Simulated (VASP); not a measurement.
# Ir (Fd-3m) in VASP: notebook

Ir is run at these levels: PBE; tasks: single point.

All numbers are computed with VASP 6.6.1; they aren't measurements. Logs are shortened: lines on timing, memory, paths and dates and some standing lists are left out, and cuts for length are marked.

## 1. The cell of the first run

Symmetry: Fd-3m, No. 227, cubic system. The conventional cell has a = 5.457 Å, b = 5.457 Å, c = 5.457 Å, α = 90.00°, β = 90.00°, γ = 90.00°. Within 3.1 Å of Ir (site symmetry -43m) lie 4 Ir at 2.36 Å.

## 2. Single point, PBE

INCAR reads:

```
  ALGO = Normal
  EDIFF = 1E-6
  ENCUT = 520
  GGA = PE
  ISIF = 2
  ISMEAR = -1
  LASPH = True
  LCHARG = False
  LREAL = False
  LWAVE = False
  NBANDS = 16
  NELM = 80
  PREC = Accurate
  SIGMA = 0.06122561905347299
```

KPOINTS reads:

```
k-points
0
Gamma
  12 12 12
```

POSCAR reads:

```
Ir
1.0
    0.0000000000      2.7286458150      2.7286458150
    2.7286458150      0.0000000000      2.7286458150
    2.7286458150      2.7286458150      0.0000000000
Ir
2
Direct
    0.0000000000      0.0000000000      0.0000000000
    0.2500000000      0.2500000000      0.2500000000
```

Potentials or basis: VASP PAW PBE potentials, release 64 (Ir).

Command:

```sh
$ cat potpaw_PBE.64/Ir/POTCAR > POTCAR
$ mpirun -np 1 vasp_std > vasp.out
```

OUTCAR:

```text
EDIFF = 1E-6
   ENCUT = 520
   GGA = PE
   ISIF = 2
   ISMEAR = -1
   LASPH = True
   LREAL = False
   NELM = 80
   PREC = Accurate

 ion  position               nearest neighbor table
   1  0.000  0.000  0.000-   2 2.36   2 2.36   2 2.36   2 2.36
   2  0.250  0.250  0.250-   1 2.36   1 2.36   1 2.36   1 2.36

  LATTYP: Found a face centered cubic cell.
 ALAT       =     5.4572916300

  Lattice vectors:

 A1 = (   0.0000000000,   2.7286458150,   2.7286458150)
 A2 = (   2.7286458150,   0.0000000000,   2.7286458150)
 A3 = (   2.7286458150,   2.7286458150,   0.0000000000)

Analysis of symmetry for initial positions (statically):
=====================================================================
 Subroutine PRICEL returns:
 Original cell was already a primitive cell.

 Routine SETGRP: Setting up the symmetry group for a
 face centered cubic supercell.

 Subroutine GETGRP returns: Found 48 space group operations
 (whereof 24 operations were pure point group operations)
 out of a pool of 48 trial point group operations.

The static configuration has the point symmetry T_d .
 The point group associated with its full space group is O_h .

Analysis of symmetry for dynamics (positions and initial velocities):
=====================================================================
 Subroutine PRICEL returns:
 Original cell was already a primitive cell.

 Routine SETGRP: Setting up the symmetry group for a
 face centered cubic supercell.

 Subroutine GETGRP returns: Found 48 space group operations
 (whereof 24 operations were pure point group operations)
 out of a pool of 48 trial point group operations.

The dynamic configuration has the point symmetry T_d .
 The point group associated with its full space group is O_h .

 Subroutine INISYM returns: Found 48 space group operations
 (whereof 24 operations are pure point group operations),
 and found     1 'primitive' translations

----------------------------------------------------------------------------------------

                                     Primitive cell

  volume of cell :      40.6323

  direct lattice vectors                    reciprocal lattice vectors
     0.000000000  2.728645815  2.728645815    -0.183241078  0.183241078  0.183241078
     2.728645815  0.000000000  2.728645815     0.183241078 -0.183241078  0.183241078
     2.728645815  2.728645815  0.000000000     0.183241078  0.183241078 -0.183241078

  length of vectors
     3.858887918  3.858887918  3.858887918     0.317382857  0.317382857  0.317382857

  position of ions in fractional coordinates (direct lattice)
     0.000000000  0.000000000  0.000000000
     0.250000000  0.250000000  0.250000000

  ion indices of the primitive-cell ions
   primitive index   ion index
                 1           1
                 2           2

----------------------------------------------------------------------------------------

 KPOINTS: k-points

Automatic generation of k-mesh.
 Grid dimensions read from file:
 generate k-points for:   12   12   12

 Generating k-lattice:

  Cartesian coordinates                     Fractional coordinates (reciprocal lattice)
    -0.015270090  0.015270090  0.015270090     0.083333333  0.000000000  0.000000000
     0.015270090 -0.015270090  0.015270090     0.000000000  0.083333333  0.000000000
     0.015270090  0.015270090 -0.015270090     0.000000000  0.000000000  0.083333333

  Length of vectors
     0.026448571  0.026448571  0.026448571

  Shift w.r.t. Gamma in fractional coordinates (k-lattice)
     0.000000000  0.000000000  0.000000000

 Subroutine IBZKPT returns following result:
 ===========================================

 Found     72 irreducible k-points:

 Following reciprocal coordinates:
            Coordinates               Weight
  0.000000  0.000000  0.000000      1.000000
  0.083333  0.000000  0.000000      8.000000
  0.166667  0.000000  0.000000      8.000000
  0.250000  0.000000  0.000000      8.000000
  0.333333  0.000000  0.000000      8.000000
  0.416667  0.000000  0.000000      8.000000
[... 16 lines left out ...]
  0.500000  0.166667  0.000000     24.000000
 -0.416667  0.166667  0.000000     24.000000
 [... further k-points ...]
   k-points           NKPTS =     72   k-points in BZ     NKDIM =     72   number of bands    NBANDS=     16
   number of dos      NEDOS =    301   number of ions     NIONS =      2
   total plane-waves  NPLWV =  27000
   dimension x,y,z NGX =    30 NGY =   30 NGZ =   30
   dimension x,y,z NGXF=    60 NGYF=   60 NGZF=   60
   ions per type =               2
   NGX,Y,Z   is equivalent  to a cutoff of  12.92, 12.92, 12.92 a.u.
   NGXF,Y,Z  is equivalent  to a cutoff of  25.85, 25.85, 25.85 a.u.
 SYSTEM =  unknown system
   PREC   = accura    normal or accurate (medium, high low for compatibility)
   ISTART =      0    job   : 0-new  1-cont  2-samecut
   ICHARG =      2    charge: 1-file 2-atom 10-const
   ISPIN  =      1    spin polarized calculation?
   LNONCOLLINEAR =      F non collinear calculations
   LSORBIT =      F    spin-orbit coupling
   LASPH  =      T    aspherical Exc in radial PAW
   ENCUT  =  520.0 eV  38.22 Ry    6.18 a.u.   7.17  7.17  7.17*2*pi/ulx,y,z
   NELM   =     80;   NELMIN=  2; NELMDL= -5     # of ELM steps
   EDIFF  = 0.1E-05   stopping-criterion for ELM
   LREAL  =      F    real-space projection
   EDIFFG = 0.1E-04   stopping-criterion for IOM
   NSW    =      0    number of steps for IOM
   IBRION =     -1    ionic relax: 0-MD 1-quasi-New 2-CG
   NFREE  =      0    steps in history (QN), initial steepest desc. (CG)
   ISIF   =      2    stress and relaxation
   ISYM   =      2    0-nonsym 1-usesym 2-fastsym
   POTIM  = 0.5000    time-step for ionic-motion
   TEBEG  =    0.0;   TEEND  =   0.0 temperature during run
   PSTRESS=    0.0 pullay stress
   NELECT =      18.0000    total number of electrons
   NUPDOWN=      -1.0000    fix difference up-down
   EMIN   =  10.00;   EMAX   =-10.00  energy-range for DOS
   EFERMI =   0.00;   METHOD = LEGACY
   ISMEAR =    -1;   SIGMA  =   0.06  broadening in eV -4-tet -1-fermi 0-gaus
   EFERMI_NEDOS =   21; number of points for ismear=-14 and -15
   IALGO  =     38    algorithm
   IMIX   =      4    mixing-type and parameters
     AMIX     =   0.40;   BMIX     =  1.00
     AMIX_MAG =   1.60;   BMIX_MAG =  1.00
  volume/ion in A,a.u.               =      20.32       137.10
  Fermi-wavevector in a.u.,A,eV,Ry     =   1.247983  2.358345 21.190535  1.557460
  Thomas-Fermi vector in A             =   2.382090
   LORBIT       =      0    0 simple, 1 ext, 2 COOP (PROOUT), +10 PAW based schemes
   GGA     = PE    functional components
   LHFCALC =     F    Hartree Fock is set to
   AEXX    =    0.0000 exact exchange contribution
   IVDW    =     0    specifies the selected vdW correction
   LEPSILON=     F    determine dielectric tensor
   LRPA    =     F    only Hartree local field effects (RPA)
 non-spin polarized calculation
  energy-cutoff  :      520.00
  volume of cell :       40.63
 maximum number of plane-waves:      1113
 NGX is ok and might be reduce to    30
   NGX = 15   NGY = 15   NGZ = 15

 number of electron      18.0000002 magnetization

 Free energy of the ion-electron system (eV)
  ---------------------------------------------------
  ext. energy  EPLUGINS =         0.00000000
  ---------------------------------------------------
  free energy    TOTEN  =       -15.63068580 eV

  energy without entropy =      -15.60908997  energy(sigma->0) =      -15.61988788

 E-fermi :   5.9302     XC(G=0): -11.4854

 val. band max:        5.8914803494   @ k =   0.4167   0.1667   0.0000
 cond. band min:       5.9871935566   @ k =   0.5000   0.2500   0.0833
 fundamental gap:      0.0957132072
 Fermi energy:         5.9302140477

 k-point     1 :       0.0000    0.0000    0.0000
  band No.  band energies     occupation
      1      -2.4943      2.00000
      2       0.4603      2.00000
      3       0.4603      2.00000
      4       0.9523      2.00000
      5       0.9523      2.00000
      6       0.9523      2.00000
[... 8 lines left out ...]
     15      18.6007      0.00000
     16      18.6007      0.00000

 k-point     2 :       0.0833    0.0000    0.0000
  band No.  band energies     occupation
      1      -2.3666      2.00000
      2       0.3718      2.00000
      3       0.3718      2.00000
      4       0.9367      2.00000
      5       1.0890      2.00000
      6       1.0890      2.00000
[... 8 lines left out ...]
     15      18.3616      0.00000
     16      18.3616      0.00000

 k-point     3 :       0.1667    0.0000    0.0000
  band No.  band energies     occupation
      1      -2.0010      2.00000
      2       0.2640      2.00000
      3       0.2640      2.00000
      4       0.8970      2.00000
      5       1.3051      2.00000
      6       1.3051      2.00000
[... 8 lines left out ...]
     15      17.5239      0.00000
     16      18.7096      0.00000

 k-point     4 :       0.2500    0.0000    0.0000
  band No.  band energies     occupation
      1      -1.4583      2.00000
      2       0.2425      2.00000
      3       0.2425      2.00000
      4       0.8447      2.00000
      5       1.4046      2.00000
      6       1.4046      2.00000
[... 8 lines left out ...]
     15      16.5604      0.00000
     16      19.6088      0.00000
[... 324 lines left out ...]
 k-point    22 :       0.4167    0.1667    0.0000
  band No.  band energies     occupation
      1      -0.2928      2.00000
      2      -0.1809      2.00000
      3       0.5925      2.00000
      4       0.7543      2.00000
      5       1.2180      2.00000
      6       1.8099      2.00000
[... 8 lines left out ...]
     15      16.0106      0.00000
     16      19.8870      0.00000

 k-point    23 :       0.5000    0.1667    0.0000
  band No.  band energies     occupation
      1      -0.1088      2.00000
      2       0.0651      2.00000
      3       0.5576      2.00000
      4       0.5732      2.00000
      5       1.3950      2.00000
      6       1.5811      2.00000
[... 8 lines left out ...]
     15      16.0764      0.00000
     16      20.6383      0.00000

 k-point    24 :      -0.4167    0.1667    0.0000
  band No.  band energies     occupation
      1      -0.0992      2.00000
      2       0.2160      2.00000
      3       0.3336      2.00000
      4       0.6658      2.00000
      5       1.2974      2.00000
      6       1.6594      2.00000
[... 8 lines left out ...]
     15      16.1760      0.00000
     16      20.3075      0.00000

 [... further k-points ...]
[... 5 lines left out ...]
  --------------------------------------------------------------------------------------
  -------------------------------------------------------------------------------------
  Total        3.1068378      3.1068378      3.1068378     -0.0000000      0.0000000     -0.0000000
  in kB      122.5060884    122.5060884    122.5060884     -0.0000000      0.0000000     -0.0000000
  external PRESSURE =     122.5060884 kB  Pullay stress =       0.0000000 kB

 VOLUME and BASIS-vectors are now :
 -----------------------------------------------------------------------------
  energy-cutoff  :      520.00
  volume of cell :       40.63
      direct lattice vectors                 reciprocal lattice vectors
     0.000000000  2.728645815  2.728645815    -0.183241078  0.183241078  0.183241078
     2.728645815  0.000000000  2.728645815     0.183241078 -0.183241078  0.183241078
     2.728645815  2.728645815  0.000000000     0.183241078  0.183241078 -0.183241078

 POSITION                                       TOTAL-FORCE (eV/Angst)
 -----------------------------------------------------------------------------------
      0.00000      0.00000      0.00000         0.000000      0.000000      0.000000
      1.36432      1.36432      1.36432        -0.000000     -0.000000     -0.000000
 -----------------------------------------------------------------------------------
    total drift:                                0.000000     -0.000000      0.000000

  FREE ENERGIE OF THE ION-ELECTRON SYSTEM (eV)
  ---------------------------------------------------
  free  energy   TOTEN  =       -15.6306857979 eV

  energy  without entropy=      -15.6090899656  energy(sigma->0) =      -15.61988788
```

Wall time 57 s (1 thread of Intel Xeon 6975P-C, shared host); peak memory 0.19 GiB.

What came out:

```
Free energy            : -15.6307 eV
Pressure               : 12.3 GPa
Band gap on the k mesh : zero (band 9 reaches 7.10 eV, above the bottom of band 10 at 5.44 eV)
```

Levels at points of the mesh, in eV from the Fermi level:
```csv
k point,band 7,band 8,band 9,band 10,band 11,band 12
"(0.00, 0.00, 0.00)",-1.88,-1.88,-1.88,0.90,0.90,11.10
"(0.50, 0.00, 0.00)",-2.15,-1.06,-1.06,0.29,0.29,1.55
"(0.50, 0.50, 0.00)",-2.68,-2.68,0.64,0.64,2.09,2.09
```

Caveat: spin-orbit coupling is left out, which moves the levels of the heavy elements.

## 3. Single point, PBE

This run uses another cell than the first one, of 20.75 Å³/atom, 1.021 times its volume.

INCAR reads:

```
  PREC = Accurate
  ENCUT = 520
  EDIFF = 1E-6
  ISMEAR = -1
  SIGMA = 0.06122561905347299
  LREAL = F
  LASPH = T
  NELM = 80
  ALGO = Normal
  ISIF = 2
  LWAVE = F
  LCHARG = F
  GGA = PE
  NBANDS = 16
```

KPOINTS reads:

```
regular mesh
0
Gamma
  12 12 12
```

POSCAR reads:

```
Ir
1.0
    0.0000000000      2.7478622637      2.7478622637
    2.7478622637      0.0000000000      2.7478622637
    2.7478622637      2.7478622637      0.0000000000
Ir
2
Direct
    0.0000000000      0.0000000000      0.0000000000
    0.2500000000      0.2500000000      0.2500000000
```

Potentials or basis: VASP PAW PBE potentials, release 64 (Ir).

Command:

```sh
$ cat potpaw_PBE.64/Ir/POTCAR > POTCAR
$ mpirun -np 1 vasp_std > vasp.out
```

OUTCAR:

```text
PREC = Accurate
   ENCUT = 520
   EDIFF = 1E-6
   ISMEAR = -1
   LREAL = F
   LASPH = T
   NELM = 80
   ISIF = 2
   GGA = PE

 ion  position               nearest neighbor table
   1  0.000  0.000  0.000-   2 2.38   2 2.38   2 2.38   2 2.38
   2  0.250  0.250  0.250-   1 2.38   1 2.38   1 2.38   1 2.38

  LATTYP: Found a face centered cubic cell.
 ALAT       =     5.4957245274

  Lattice vectors:

[... 191 lines left out ...]
      3       0.3520      2.00000
      4       0.8045      2.00000
      5       0.8045      2.00000
      6       0.8045      2.00000
[... 433 lines left out ...]
      3       0.2199      2.00000
      4       0.5436      2.00000
      5       1.1439      2.00000
      6       1.5097      2.00000
[... 8 lines left out ...]
     15      15.8544      0.00000
     16      19.8705      0.00000

 [... further k-points ...]
[... 5 lines left out ...]
  --------------------------------------------------------------------------------------
  -------------------------------------------------------------------------------------
  Total        1.9259754      1.9259754      1.9259754      0.0000000      0.0000000      0.0000000
  in kB       74.3612105     74.3612105     74.3612105      0.0000000      0.0000000      0.0000000
  external PRESSURE =      74.3612105 kB  Pullay stress =       0.0000000 kB

 VOLUME and BASIS-vectors are now :
 -----------------------------------------------------------------------------
  energy-cutoff  :      520.00
  volume of cell :       41.50
      direct lattice vectors                 reciprocal lattice vectors
     0.000000000  2.747862264  2.747862264    -0.181959630  0.181959630  0.181959630
     2.747862264  0.000000000  2.747862264     0.181959630 -0.181959630  0.181959630
     2.747862264  2.747862264  0.000000000     0.181959630  0.181959630 -0.181959630

 POSITION                                       TOTAL-FORCE (eV/Angst)
 -----------------------------------------------------------------------------------
      0.00000      0.00000      0.00000        -0.000000     -0.000000      0.000000
      1.37393      1.37393      1.37393         0.000000      0.000000     -0.000000
 -----------------------------------------------------------------------------------
    total drift:                                0.000000     -0.000000      0.000000

  FREE ENERGIE OF THE ION-ELECTRON SYSTEM (eV)
  ---------------------------------------------------
  free  energy   TOTEN  =       -15.6838289048 eV

  energy  without entropy=      -15.6612276772  energy(sigma->0) =      -15.67252829
```

stdout:

```text
POSCAR found type information on POSCAR Ir
 POSCAR found :  1 types and       2 ions
 scaLAPACK will be used
 LDA part: xc-table for (Slater+PW92), standard interpolation
 POSCAR, INCAR and KPOINTS ok, starting setup
 FFT: planning ... GRIDC
 FFT: planning ... GRID_SOFT
 FFT: planning ... GRID
 WAVECAR not read
 entering main loop
```

Run time: 51 s. Hardware: 1 thread of Intel Xeon 6975P-C, shared host; peak memory 0.19 GiB.

What came out:

```yaml
Free_energy: -15.6838 eV
Pressure: 7.4 GPa
Band_gap_on_the_k_mesh: zero (band 9 reaches 6.79 eV, above the bottom of band 10 at 5.19 eV)
```

Caveat: spin-orbit coupling is left out, which moves the levels of the heavy elements.

## 4. Single point, PBE

This run uses another cell than the first one, of 21.18 Å³/atom, 1.043 times its volume.

INCAR reads:

```
PREC = Accurate
ENCUT = 520
EDIFF = 1E-7
ISMEAR = -1
SIGMA = 0.06122561905347299
LREAL = False
LASPH = True
NELM = 60
ALGO = Normal
ISIF = 2
LWAVE = False
LCHARG = False
GGA = PE
NBANDS = 16
```

KPOINTS reads:

```
Automatic mesh
0
Gamma
  12 12 12
```

POSCAR reads:

```
Ir
1.0
    0.0000000000      2.7668136368      2.7668136368
    2.7668136368      0.0000000000      2.7668136368
    2.7668136368      2.7668136368      0.0000000000
Ir
2
Direct
    0.0000000000      0.0000000000      0.0000000000
    0.2500000000      0.2500000000      0.2500000000
```

Command:

```sh
$ cat potpaw_PBE.64/Ir/POTCAR > POTCAR
$ mpirun -np 1 vasp_std > vasp.out
```

It took 56 s on 1 thread of Intel Xeon 6975P-C, shared host; peak memory 0.19 GiB.

Results (log left out):

```yaml
Free_energy: -15.7124 eV
Pressure: 3.2 GPa
Band_gap_on_the_k_mesh: zero (band 9 reaches 6.49 eV, above the bottom of band 10 at 4.94 eV)
```

Levels at points of the mesh, in eV from the Fermi level:
| k point | band 5 | band 6 | band 7 | band 8 | band 9 | band 10 | band 11 | band 12 | band 13 | band 14 |
| --- | --- | --- | --- | --- | --- | --- | --- | --- | --- | --- |
| (0.00, 0.00, 0.00) | -4.74 | -4.74 | -1.78 | -1.78 | -1.78 | 0.81 | 0.81 | 10.93 | 11.01 | 12.53 |
| (0.50, 0.00, 0.00) | -4.78 | -4.78 | -1.99 | -1.02 | -1.02 | 0.26 | 0.26 | 1.47 | 8.83 | 8.83 |
| (0.50, 0.50, 0.00) | -3.72 | -3.72 | -2.52 | -2.52 | 0.59 | 0.59 | 1.99 | 1.99 | 3.76 | 3.76 |

Caveat: spin-orbit coupling is left out, which moves the levels of the heavy elements.

## 5. Summary

| cell | gap on the mesh (eV) | pressure (GPa) |
| --- | --- | --- |
| a = 3.859 Å, angles 60.0°, 2 atoms | none | 12.3 |
| a = 3.886 Å, angles 60.0°, 2 atoms | none | 7.4 |
| a = 3.913 Å, angles 60.0°, 2 atoms | none | 3.2 |

Alike in all rows: task single point; level PBE; potentials or basis VASP PAW PBE potentials, release 64 (Ir); no spin polarisation; k mesh 12 × 12 × 12; cutoff (eV) 520; smearing fermi-dirac 0.0612256 eV.

Caveats: spin-orbit coupling is left out, which moves the levels of the heavy elements.

Total energies depend on the potentials used, so only differences within one code and one set of settings carry meaning.
